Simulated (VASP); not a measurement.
Runs of VASP 6.6.1 on Ni. The structure is that of space group Fm-3m (No. 225), or close to it. The cells are those of the table. 

```tsv
cell	k mesh for the DOS	occupations for the DOS	gap on the mesh (eV)	pressure (GPa)	moment (μB)
a = 2.098 Å, angles 60.0°, 1 atom	-	-	none	343.9	(a)
a = 2.488 Å, angles 60.0°, 1 atom	-	-	none	0.0	0.62
a = 2.419 Å, angles 60.0°, 1 atom	-	-	none	20.1	0.61
a = 2.270 Å, angles 60.0°, 1 atom	-	-	none	105.3	0.58
a = 2.347 Å, angles 60.0°, 1 atom	-	-	none	52.5	0.60
a = 1.906 Å, angles 60.0°, 1 atom	27 × 27 × 27	tetrahedron	-	-	(b)
```

Alike in all rows: task single point; level PBE; potentials or basis VASP PAW PBE potentials, release 64 (Ni); spin collinear, ferromagnetic start; k mesh 18 × 18 × 18; cutoff (eV) 520; smearing fermi-dirac 0.05 eV.

Estimate the missing entries.

(a) 0.39; (b) 0.00.

Caveats: the cell stands under pressure (at least some runs); tetrahedron occupations give inexact forces and stress in metals (at least some runs).

A gap of «none» marks levels without a gap at the run's occupations.
